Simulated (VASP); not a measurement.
Set up this calculation in VASP 6.6.1, as the native input.

- Task: single point
- Functional: PBE
- Potentials or basis: VASP PAW PBE potentials, release 64 (Mg, O)
- Cutoff: 520 eV
- k mesh: 9 × 9 × 6
- Occupations: gaussian, width 0.05 eV
- Spin: no spin polarisation
- Dipole correction: no
- Further INCAR settings: ALGO = Normal; EDIFF = 1e-07; NBANDS = 16

The structure of MgO lies in POSCAR:

```
MgO
1.0
    3.4772157108      0.0000000000      0.0000000000
   -1.7386078554      3.0113571399      0.0000000000
    0.0000000000      0.0000000000      4.6556441151
Mg O
2 2
Direct
    0.3333333333      0.6666666667      0.0160814757
    0.6666666667      0.3333333333      0.5160814757
    0.3333333333      0.6666666667      0.3982811987
    0.6666666667      0.3333333333      0.8982811987
```

This cell differs from its parent crystal: c/a of the conventional cell at fixed volume 1.3389.

These files were run (other wordings do the same):

INCAR

```
PREC = Accurate
ENCUT = 520
EDIFF = 1E-7
ISMEAR = 0
SIGMA = 0.05
LREAL = F
LASPH = T
NELM = 80
ALGO = Normal
ISIF = 2
LWAVE = F
LCHARG = T
GGA = PE
LELF = T
LVHAR = T
NBANDS = 16
```

KPOINTS

```
regular mesh
0
Gamma
  9 9 6
```

Potentials or basis: VASP PAW PBE potentials, release 64 (Mg, O).

Run with:

```console
$ cat potpaw_PBE.64/Mg/POTCAR potpaw_PBE.64/O/POTCAR > POTCAR
$ mpirun -np 1 vasp_std > vasp.out
```

It gave:

* Pressure: 4.6 GPa
* Largest force: 2.969 eV/Å
* Band gap on the k mesh: 3.25 eV, direct

Caveat: forces of over 1 eV/Å act on the atoms, so gaps and moduli don't describe the material at rest.

It took 20 s on 1 thread of Intel(R) Xeon(R) 6975P-C (Granite Rapids) (shared host), peak memory 0.18 GiB.
